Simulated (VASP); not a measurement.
Wanted: the native input for a VASP 6.6.1 run.

```yaml
Task: single point
Functional: RPBE
Potentials_or_basis: VASP PAW PBE potentials, release 64 (Tl_d)
Cutoff: 520 eV
k_mesh: 11 × 11 × 11
Occupations: fermi-dirac, width 0.1 eV
Spin: no spin polarisation
Dipole_correction: no
Further_INCAR_settings: ALGO = Normal; EDIFF = 1e-06; NBANDS = 12
```

The structure of Tl lies in POSCAR:

```
Tl
1.0
    3.3364766942      0.0000000000      0.0000000000
    0.0000000000      3.3364766942      0.0000000000
    0.0000000000      0.0000000000      3.3364766942
Tl
1
Direct
    0.0000000000      0.0000000000      0.0000000000
```

These files were run (other wordings do the same):

INCAR

```
SYSTEM = Tl
ALGO = Normal
EDIFF = 1E-6
ENCUT = 520
GGA = RP
ISIF = 2
ISMEAR = -1
LASPH = .TRUE.
LCHARG = .TRUE.
LELF = .TRUE.
LREAL = .FALSE.
LVHAR = .TRUE.
LWAVE = .FALSE.
NBANDS = 12
NELM = 60
PREC = Accurate
SIGMA = 0.1
```

KPOINTS

```
k-points
0
G
  11 11 11
  0 0 0
```

Potentials or basis: VASP PAW PBE potentials, release 64 (Tl_d).

Launch:

```bash
$ cat potpaw_PBE.64/Tl_d/POTCAR > POTCAR
$ mpirun -np 1 vasp_std > vasp.out
```

It gave:

| Property | Result |
| --- | --- |
| Pressure | 0.0 GPa |

Caveat: the PAW data sets were made with another functional, which shifts forces and pressure a little.

Wall time 20 s on 1 thread of Intel(R) Xeon(R) Platinum 8488C (Sapphire Rapids), with other jobs on the host, peak memory 0.16 GiB.
